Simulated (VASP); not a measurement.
# GaP: single point with PBE

GaP:

```
CELL_PARAMETERS angstrom
0.00000 3.17757 2.06542
3.17757 0.00000 2.06542
3.17757 3.17757 0.00000
ATOMIC_POSITIONS crystal
Ga 0.00000 0.00000 0.00000
P 0.75000 0.75000 0.75000
```

This cell differs from its parent crystal: ratio of the length along z to the lengths across it x 0.65, volume and fractional coordinates fixed.

```json
{"Program": "VASP 6.6.1", "Task": "single point", "Functional": "PBE", "Potentials or basis": "VASP PAW PBE potentials, release 64 (Ga_d, P)", "Cutoff": "520 eV", "k mesh": "10 × 10 × 10", "Occupations": "gaussian, width 0.05 eV", "Spin": "no spin polarisation", "Dipole correction": "no", "Further INCAR settings": "ALGO = Normal; EDIFF = 1e-06; NBANDS = 16"}
```

```
Pressure               : -4.1 GPa
Band gap on the k mesh : zero (band 9 reaches 5.13 eV, above the bottom of band 10 at 3.68 eV)
```

Stress tensor (GPa, compression positive):
```
-8.18  0.00  0.00
 0.00 -8.18  0.00
 0.00  0.00  3.97
```

Levels at points of the mesh, in eV from the Fermi level:
| k point | band 6 | band 7 | band 8 | band 9 | band 10 | band 11 | band 12 | band 13 |
| --- | --- | --- | --- | --- | --- | --- | --- | --- |
| (0.00, 0.00, 0.00) | -12.24 | -0.76 | -0.76 | 0.33 | 0.72 | 4.33 | 5.21 | 5.21 |
| (0.50, 0.00, 0.00) | -10.15 | -6.35 | -2.25 | -0.72 | -0.02 | 3.31 | 5.85 | 7.78 |
| (0.50, 0.50, 0.00) | -8.74 | -4.94 | -4.13 | -4.13 | -0.38 | 1.01 | 9.98 | 9.98 |
| (0.50, 0.00, 0.50) | -10.06 | -7.39 | -1.23 | -1.05 | 2.90 | 3.54 | 6.68 | 6.81 |

Wall time 56 s on 1 thread of Intel(R) Xeon(R) Platinum 8259CL CPU @ 2.50GHz (Skylake/Cascade Lake), with other jobs on the host, peak memory 0.22 GiB.
